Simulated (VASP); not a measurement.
# Se (P1) in VASP: a series of runs, part 2 of 2

VASP 6.6.1. The steps go on from the part before.

## Step 3: Electric field gradients, PBEsol (equal xy, yz and zx shear strains of +1 %)

Input file INCAR:

```
PREC     = Accurate       # precision mode
ENCUT    = 400            # plane-wave cutoff, eV
EDIFF    = 1E-8           # SCF threshold, eV
ISMEAR   = -1             # smearing method
SIGMA    = 0.02           # smearing width, eV
LREAL    = False          # projectors in reciprocal space
LASPH    = True           # aspherical terms in the spheres
NELM     = 120            # most SCF steps
ALGO     = Normal         # electronic algorithm
ISIF     = 2              # what is computed and relaxed
LWAVE    = False          # write WAVECAR
LCHARG   = False          # write CHGCAR
GGA      = PS             # functional
LEFG     = True         
NBANDS   = 16             # bands
GGA_COMPAT= False
```

Input file KPOINTS:

```
regular mesh
0
Gamma
  8 8 6
```

Input file POSCAR:

```
Se
1.0
    4.3551696776      0.0217758484      0.0217758484
   -2.1587264009      3.7607996544      0.0079705137
    0.0247472500      0.0247472500      4.9494500000
Se
3
Direct
    0.2170000000      0.0000000000      0.1666666667
    0.0000000000      0.2170000000      0.8333333333
    0.7830000000      0.7830000000      0.5000000000
```

Potentials or basis: VASP PAW PBE potentials, release 64 (Se).

On the command line:

```
> cat potpaw_PBE.64/Se/POTCAR > POTCAR
> mpirun -np 1 vasp_std > vasp.out
```

OUTCAR:

```text
PREC = Accurate
   ENCUT = 400
   EDIFF = 1E-8
   ISMEAR = -1
   LREAL = False
   LASPH = True
   NELM = 120
   ISIF = 2
   GGA = PS

 ion  position               nearest neighbor table
   1  0.217  0.000  0.167-   3 2.31   2 2.32
   2  0.000  0.217  0.833-   1 2.32   3 2.34
   3  0.783  0.783  0.500-   1 2.31   2 2.34

  LATTYP: Found a triclinic cell.
 ALAT       =     4.3741428130
 B/A-ratio  =     0.9913558883
 C/A-ratio  =     1.1315528428
 COS(alpha) =     0.0036852528
 COS(beta)  =     0.0136346634
 COS(gamma) =     0.5000188430

  Lattice vectors:

 A1 = (   2.1964432767,   3.7825755028,   0.0297463621)
 A2 = (  -2.1587264009,   3.7607996544,   0.0079705137)
 A3 = (   0.0247472500,   0.0247472500,   4.9494500000)

Analysis of symmetry for initial positions (statically):
=====================================================================
 Subroutine PRICEL returns:
 Original cell was already a primitive cell.

 Routine SETGRP: Setting up the symmetry group for a
 triclinic supercell.

 Subroutine GETGRP returns: Found  1 space group operations
 (whereof  1 operations were pure point group operations)
 out of a pool of  2 trial point group operations.

The static configuration has the point symmetry C_1 .

Analysis of symmetry for dynamics (positions and initial velocities):
=====================================================================
 Subroutine PRICEL returns:
 Original cell was already a primitive cell.

 Routine SETGRP: Setting up the symmetry group for a
 triclinic supercell.

 Subroutine GETGRP returns: Found  1 space group operations
 (whereof  1 operations were pure point group operations)
[... 161 lines left out ...]
      2      -9.2237      2.00000
      3      -9.1736      2.00000
      4      -1.3674      2.00000
      5      -1.3532      2.00000
      6      -1.1568      2.00000
[... 433 lines left out ...]
      3      -9.2979      2.00000
      4      -2.6389      2.00000
      5      -2.4980      2.00000
      6      -0.3876      2.00000
[... 8 lines left out ...]
     15      10.8188      0.00000
     16      12.1759      0.00000

 [... further k-points ...]
[... 5 lines left out ...]
  --------------------------------------------------------------------------------------
  -------------------------------------------------------------------------------------
  Total        1.2770735      1.0335282      2.4232221      0.0603433     -0.2748015     -0.1587581
  in kB       25.1687251     20.3689027     47.7571650      1.1892539     -5.4158218     -3.1288250
  external PRESSURE =      31.0982643 kB  Pullay stress =       0.0000000 kB

 VOLUME and BASIS-vectors are now :
 -----------------------------------------------------------------------------
  energy-cutoff  :      400.00
  volume of cell :       81.30
      direct lattice vectors                 reciprocal lattice vectors
     4.355169678  0.021775848  0.021775848     0.228964035  0.131430843 -0.001801974
    -2.158726401  3.760799654  0.007970514    -0.001319137  0.265146498 -0.001319137
     0.024747250  0.024747250  4.949450000    -0.001005237 -0.001005237  0.202052704

 POSITION                                       TOTAL-FORCE (eV/Angst)
 -----------------------------------------------------------------------------------
      0.94920      0.00885      0.82963         1.130854      0.023604     -0.091360
     -0.44782      0.83672      4.12627        -0.544932      0.865385     -0.082380
      1.73219      2.97413      2.49802        -0.585922     -0.888990      0.173740
 -----------------------------------------------------------------------------------
    total drift:                               -0.000034     -0.000074     -0.000019

  FREE ENERGIE OF THE ION-ELECTRON SYSTEM (eV)
  ---------------------------------------------------
  free  energy   TOTEN  =       -11.4029272560 eV

  energy  without entropy=      -11.4029272560  energy(sigma->0) =      -11.40292726

 Electric field gradients (V/A^2)
---------------------------------------------------------------------
 ion       V_xx      V_yy      V_zz      V_xy      V_xz      V_yz
---------------------------------------------------------------------
   1     143.779  -337.046   193.267     5.492     3.348  -302.994
   2    -217.623    31.894   185.729  -208.910   273.551   160.165
   3    -216.054    23.493   192.561   211.324  -262.683   157.870
---------------------------------------------------------------------

 Electric field gradients after diagonalization (V/A^2)
 (convention: |V_zz| > |V_xx| > |V_yy|)
----------------------------------------------------------------------
 ion       V_xx      V_yy      V_zz     asymmetry (V_yy - V_xx)/ V_zz
----------------------------------------------------------------------
   1     330.746   143.842  -474.588       0.394
   2     335.416   150.387  -485.803       0.381
   3     332.470   146.554  -479.024       0.388
----------------------------------------------------------------------

           NMR quadrupolar parameters

 Cq : quadrupolar parameter    Cq=e*Q*V_zz/h
 eta: asymmetry parameters     (V_yy - V_xx)/ V_zz
 Q  : nuclear electric quadrupole moment in mb (millibarn)
----------------------------------------------------------------------
 ion       Cq(MHz)       eta       Q (mb)
----------------------------------------------------------------------
   1      -1.148       0.394       1.000
   2      -1.175       0.381       1.000
   3      -1.158       0.388       1.000
----------------------------------------------------------------------
```

OSZICAR:

```text
N       E                     dE             d eps       ncg     rms          rms(c)
DAV:   1     0.694930267587E+02    0.69493E+02   -0.61826E+03  6272   0.756E+02
DAV:   2    -0.723858299974E+01   -0.76732E+02   -0.73374E+02  8384   0.142E+02
DAV:   3    -0.114807147808E+02   -0.42421E+01   -0.42294E+01  7616   0.382E+01
DAV:   4    -0.115074556415E+02   -0.26741E-01   -0.26736E-01  8488   0.363E+00
DAV:   5    -0.115076439658E+02   -0.18832E-03   -0.18832E-03  7720   0.293E-01    0.762E+00
DAV:   6    -0.114326101544E+02    0.75034E-01   -0.37767E-02  7768   0.117E+00    0.470E+00
DAV:   7    -0.114037834109E+02    0.28827E-01   -0.76285E-02  7352   0.162E+00    0.204E-01
DAV:   8    -0.114028513091E+02    0.93210E-03   -0.89967E-03  6848   0.578E-01    0.961E-02
DAV:   9    -0.114029087315E+02   -0.57422E-04   -0.28928E-04  8816   0.106E-01    0.316E-02
DAV:  10    -0.114029257822E+02   -0.17051E-04   -0.25942E-05  7520   0.332E-02    0.630E-03
DAV:  11    -0.114029274813E+02   -0.16991E-05   -0.55205E-06  8472   0.138E-02    0.349E-03
DAV:  12    -0.114029272767E+02    0.20454E-06   -0.11400E-06  7880   0.667E-03    0.100E-03
DAV:  13    -0.114029272658E+02    0.10887E-07   -0.19791E-07  8304   0.246E-03    0.366E-04
DAV:  14    -0.114029272560E+02    0.97998E-08   -0.15604E-08  6784   0.756E-04
   1 F= -.11402927E+02 E0= -.11402927E+02  d E =-.356813E-10
```

stdout:

```text
POSCAR found type information on POSCAR Se
 POSCAR found :  1 types and       3 ions
 scaLAPACK will be used
 -----------------------------------------------------------------------------
|                                                                             |
|                                                                             |
|     You enforced a specific xc type in the INCAR file but a different       |
|     I HOPE YOU KNOW WHAT YOU ARE DOING!                                     |
|                                                                             |
 -----------------------------------------------------------------------------

 LDA part: xc-table for (Slater+PW92), standard interpolation
 POSCAR, INCAR and KPOINTS ok, starting setup
 FFT: planning ... GRIDC
 FFT: planning ... GRID_SOFT
 FFT: planning ... GRID
 WAVECAR not read
 entering main loop
ion   1
     0.0000499    -0.0951133     5.4178922    -2.9314211    -0.0860166    -4.4769977
     0.0000687    -0.0951133     5.4178922    -2.9314211    -0.0860166    -4.4769977
     0.0000946    -0.0951133     5.4178921    -2.9314210    -0.0860166    -4.4769977
     0.0001302    -0.0951133     5.4178920    -2.9314209    -0.0860166    -4.4769976
[... 23 lines left out ...]
     0.0000499  -193.3146072  -144.3845423  -152.3799701   240.0232347   109.6255811
     0.0000687  -193.3098950  -144.3810198  -152.3762508   240.0173627   109.6229126
     0.0000946  -193.3022561  -144.3753096  -152.3702220   240.0078437   109.6185866
     0.0001302  -193.2899344  -144.3660992  -152.3604984   239.9924895   109.6116089
```

Wall time 3.6 min (1 thread of Intel Xeon 8259CL, shared host); peak memory 0.26 GiB.

What came out:

| Item | Value |
| --- | --- |
| Free energy | -11.4029 eV |
| Pressure | 3.1 GPa |
| Largest force | 1.135 eV/Å |
| Band gap on the k mesh | 1.03 eV, indirect (least direct gap 1.12 eV) |

Forces in eV/Å, atoms in the order of the input:
```
Se   1.131  0.024 -0.091
Se  -0.545  0.865 -0.082
Se  -0.586 -0.889  0.174
```

Stress tensor (GPa, compression positive):
```
 2.52  0.12 -0.31
 0.12  2.04 -0.54
-0.31 -0.54  4.78
```

Levels at points of the mesh, in eV from the valence-band top:
| k point | band 7 | band 8 | band 9 | band 10 | band 11 | band 12 |
| --- | --- | --- | --- | --- | --- | --- |
| (0.00, 0.00, 0.00) | -2.24 | -2.22 | -0.43 | 1.91 | 2.06 | 2.38 |
| (0.50, 0.00, 0.00) | -2.98 | -1.99 | -1.07 | 2.00 | 2.54 | 4.34 |
| (0.00, 0.50, 0.00) | -3.05 | -2.00 | -1.09 | 2.00 | 2.55 | 4.23 |
| (0.50, 0.50, 0.00) | -3.02 | -2.00 | -1.11 | 1.96 | 2.54 | 4.30 |
| (0.00, 0.00, 0.50) | -1.66 | -1.57 | -1.24 | 1.20 | 1.31 | 1.35 |
| (0.50, 0.00, 0.50) | -1.90 | -1.48 | 0.00 | 1.49 | 2.74 | 3.12 |
| (0.00, 0.50, 0.50) | -1.93 | -1.46 | -0.04 | 1.46 | 2.75 | 3.10 |
| (0.50, 0.50, 0.50) | -1.94 | -1.48 | -0.03 | 1.48 | 2.74 | 3.14 |

Electric field gradients, principal values (V/Å²):
| atom | least | middle | greatest (by size) |
| --- | --- | --- | --- |
| 1 Se | 143.842 | 330.746 | -474.588 |
| 2 Se | 150.387 | 335.416 | -485.803 |
| 3 Se | 146.554 | 332.470 | -479.024 |

Caveat: the cell differs from its parent crystal (equal xy, yz and zx shear strains of +1 %); without QUAD_EFG the Cq values of the log hold for a quadrupole moment of 1 mb, not for the nuclei; the PAW data sets were made with another functional, which shifts forces and pressure a little.

## Step 4: Electric field gradients, PBEsol (equal xy, yz and zx shear strains of +2 %)

Input file INCAR:

```
SYSTEM = Se
PREC = Accurate ; ENCUT = 400
EDIFF = 1E-8 ; ISMEAR = -1
SIGMA = 0.02 ; LREAL = .False.
LASPH = .True. ; NELM = 120
ALGO = Normal ; ISIF = 2
LWAVE = .False. ; LCHARG = .False.
GGA = PS ; LEFG = .True.
NBANDS = 16 ; GGA_COMPAT = .False.
```

Input file KPOINTS:

```
Automatic mesh
0
Gamma
  8 8 6
  0 0 0
```

Input file POSCAR:

```
Se
1.0
    4.3551696776      0.0435516968      0.0435516968
   -2.1398679630      3.7499117302      0.0159410274
    0.0494945000      0.0494945000      4.9494500000
Se
3
Direct
    0.2170000000      0.0000000000      0.1666666667
    0.0000000000      0.2170000000      0.8333333333
    0.7830000000      0.7830000000      0.5000000000
```

Potentials or basis: VASP PAW PBE potentials, release 64 (Se).

On the command line:

```
> cat potpaw_PBE.64/Se/POTCAR > POTCAR
> mpirun -np 1 vasp_std > vasp.out
```

OUTCAR:

```text
SYSTEM = Se
   PREC = Accurate
   ENCUT = 400
   EDIFF = 1E-8
   ISMEAR = -1
   LREAL = .False.
   LASPH = .True.
   NELM = 120
   ISIF = 2
   GGA = PS

 ion  position               nearest neighbor table
   1  0.217  0.000  0.167-   3 2.30   2 2.32
   2  0.000  0.217  0.833-   1 2.32   3 2.35
   3  0.783  0.783  0.500-   1 2.30   2 2.35

  LATTYP: Found a triclinic cell.
 ALAT       =     4.3933433559
 B/A-ratio  =     2.0403951223
 C/A-ratio  =     0.9827452114
 COS(alpha) =     0.0044332854
 COS(beta)  =     0.5000757388
 COS(gamma) =     0.7243151607

  Lattice vectors:

 A1 = (   2.2153017146,   3.7934634270,   0.0594927242)
 A2 = (   6.5209768922,   3.7875206238,  -4.8464055790)
 A3 = (  -2.1398679630,   3.7499117302,   0.0159410274)

Analysis of symmetry for initial positions (statically):
[... 653 lines left out ...]
      direct lattice vectors                 reciprocal lattice vectors
     4.355169678  0.043551697  0.043551697     0.228344855  0.130319071 -0.003586639
    -2.139867963  3.749911730  0.015941027    -0.002625602  0.265185819 -0.002625602
     0.049494500  0.049494500  4.949450000    -0.002000818 -0.002000818  0.202082668

 POSITION                                       TOTAL-FORCE (eV/Angst)
 -----------------------------------------------------------------------------------
      0.95332      0.01770      0.83436         1.194112      0.048302     -0.187763
     -0.42311      0.85498      4.12800        -0.554891      0.808291     -0.160175
      1.75933      2.99503      2.52131        -0.639221     -0.856594      0.347938
 -----------------------------------------------------------------------------------
    total drift:                                0.000019     -0.000029     -0.000007

  FREE ENERGIE OF THE ION-ELECTRON SYSTEM (eV)
  ---------------------------------------------------
  free  energy   TOTEN  =       -11.3969997065 eV

  energy  without entropy=      -11.3969997065  energy(sigma->0) =      -11.39699971

 Electric field gradients (V/A^2)
---------------------------------------------------------------------
 ion       V_xx      V_yy      V_zz      V_xy      V_xz      V_yz
---------------------------------------------------------------------
   1     140.321  -336.074   195.752    10.807     6.678  -296.940
   2    -218.527    37.887   180.640  -207.868   279.595   165.580
   3    -215.496    21.220   194.275   212.659  -257.776   161.153
---------------------------------------------------------------------

 Electric field gradients after diagonalization (V/A^2)
 (convention: |V_zz| > |V_xx| > |V_yy|)
----------------------------------------------------------------------
 ion       V_xx      V_yy      V_zz     asymmetry (V_yy - V_xx)/ V_zz
----------------------------------------------------------------------
   1     328.456   140.566  -469.022       0.401
   2     337.931   153.621  -491.552       0.375
   3     331.972   145.952  -477.923       0.389
----------------------------------------------------------------------

           NMR quadrupolar parameters

 Cq : quadrupolar parameter    Cq=e*Q*V_zz/h
 eta: asymmetry parameters     (V_yy - V_xx)/ V_zz
 Q  : nuclear electric quadrupole moment in mb (millibarn)
----------------------------------------------------------------------
 ion       Cq(MHz)       eta       Q (mb)
----------------------------------------------------------------------
   1      -1.134       0.401       1.000
   2      -1.189       0.375       1.000
   3      -1.156       0.389       1.000
----------------------------------------------------------------------
```

Run time: 3.9 min. Hardware: 1 thread of Intel Xeon 8259CL, shared host; peak memory 0.26 GiB.

Results:

```yaml
Free_energy: -11.3970 eV
Pressure: 3.1 GPa
Largest_force: 1.210 eV/Å
Band_gap_on_the_k_mesh: 1.00 eV, indirect (least direct gap 1.11 eV)
```

Forces on the atoms (eV/Å):
```
Se   1.194  0.048 -0.188
Se  -0.555  0.808 -0.160
Se  -0.639 -0.857  0.348
```

Stress tensor (GPa, compression positive):
```
 2.78  0.24 -0.64
 0.24  1.83 -1.07
-0.64 -1.07  4.81
```

Electric field gradients, principal values (V/Å²):
```tsv
atom	least	middle	greatest (by size)
1 Se	140.566	328.456	-469.022
2 Se	153.621	337.931	-491.552
3 Se	145.952	331.972	-477.923
```

Caveat: the cell differs from its parent crystal (equal xy, yz and zx shear strains of +2 %); without QUAD_EFG the Cq values of the log hold for a quadrupole moment of 1 mb, not for the nuclei; the PAW data sets were made with another functional, which shifts forces and pressure a little. A k mesh can miss the band edges.

## Step 5: Overview

```csv
cell,gap on the mesh (eV),pressure (GPa),largest force (eV/Å)
"a = 4.355, b = 4.374, c = 4.950 Å, angles 90.2, 90.6, 120.4°, 3 atoms",1.03,3.1,1.13
"a = 4.355, b = 4.336, c = 4.950 Å, angles 89.8, 89.4, 119.6°, 3 atoms",1.03,3.1,1.13
"a = 4.356, b = 4.318, c = 4.950 Å, angles 89.6, 88.8, 119.1°, 3 atoms",1.00,3.1,1.21
```

Alike in all rows: task electric field gradients; level PBEsol; potentials or basis VASP PAW PBE potentials, release 64 (Se); no spin polarisation; k mesh 8 × 8 × 6; cutoff (eV) 400; smearing fermi-dirac 0.02 eV.

Caveats: the PAW data sets were made with another functional, which shifts forces and pressure a little.

Absolute energies hang on the potentials; compare differences alone.
